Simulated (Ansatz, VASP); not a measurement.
Given: the input of a run of VASP 6.6.1 on AlN.

File POSCAR:

```
AlN
1.0
    0.0000000000      2.0345180000      2.0345180000
    2.0345180000      0.0000000000      2.0345180000
    2.0345180000      2.0345180000      0.0000000000
Al N
1 1
Direct
    0.5000000000      0.5000000000      0.5000000000
    0.0000000000      0.0000000000      0.0000000000
```

INCAR.step1

```
SYSTEM = AlN
PREC = Accurate
ENCUT = 520
EDIFF = 1E-5
ISMEAR = -1
SIGMA = 0.05
LREAL = .FALSE.
LASPH = .TRUE.
NELM = 100
ALGO = Normal
ISIF = 2
LWAVE = .TRUE.
GGA = PE
NBANDS = 11
```

INCAR.step2

```
SYSTEM = AlN
PREC = Accurate
ENCUT = 520
EDIFF = 1E-6
ISMEAR = -1
SIGMA = 0.05
LREAL = .FALSE.
LASPH = .TRUE.
NELM = 100
ALGO = Normal
ISIF = 2
LWAVE = .FALSE.
LCHARG = .TRUE.
GGA = PE
LHFCALC = .TRUE.
AEXX = 0.25
PRECFOCK = Normal
LELF = .TRUE.
LVHAR = .TRUE.
ISTART = 1
NBANDS = 11
```

File KPOINTS:

```
Automatic mesh
0
G
  8 8 8
  0 0 0
```

Potentials or basis: VASP PAW PBE potentials, release 64 (Al, N).

Run with:

```bash
$ cat potpaw_PBE.64/Al/POTCAR potpaw_PBE.64/N/POTCAR > POTCAR
$ cp INCAR.step1 INCAR
$ mpirun -np 1 vasp_std > vasp.out
$ cp INCAR.step2 INCAR
$ mpirun -np 1 vasp_std > vasp.out
```

Question: Translate it to Ansatz 0.2.0. Potentials there: all-electron PAW datasets made for the crystal.

Answer: As run (the cutoff follows the program's own potentials):

Contents of input.yaml:

```yaml
crystal:
  lattice:
    - [0.0, 2.034518, 2.034518]
    - [2.034518, 0.0, 2.034518]
    - [2.034518, 2.034518, 0.0]
  atoms:
    - { symbol: Al, position: [0.5, 0.5, 0.5] }
    - { symbol: "N", position: [0.0, 0.0, 0.0] }
kpoints:
  mp_grid: { grid: [8, 8, 8] }
scf:
  occupations: { method: fermi_dirac, width: 0.05 }
hamiltonian:
  xc: pbe0
  pseudopotentials: { kind: all_electron, datasets: crystal }
output:
  forces: true
  stress: true
```

Potentials or basis: all-electron PAW datasets made for the crystal.

Launch:

```console
$ ansatz run input.yaml --threads 1 --pin off --max-ram 3072MiB --backend cpu --events-out ev --progress --plain --runs-dir out
```

Both were run:

|  | VASP | Ansatz | Ansatz less VASP |
| --- | --- | --- | --- |
| gap on the k mesh at the Fermi level (eV) | 6.53 | 6.59 | +0.055 |
| least direct gap on the mesh (eV) | 7.65 | 7.66 | +0.013 |
| pressure (GPa) | -7.5 | -7.5 | +0.05 |

Ansatz ran all-electron here, and VASP with PAW potentials.
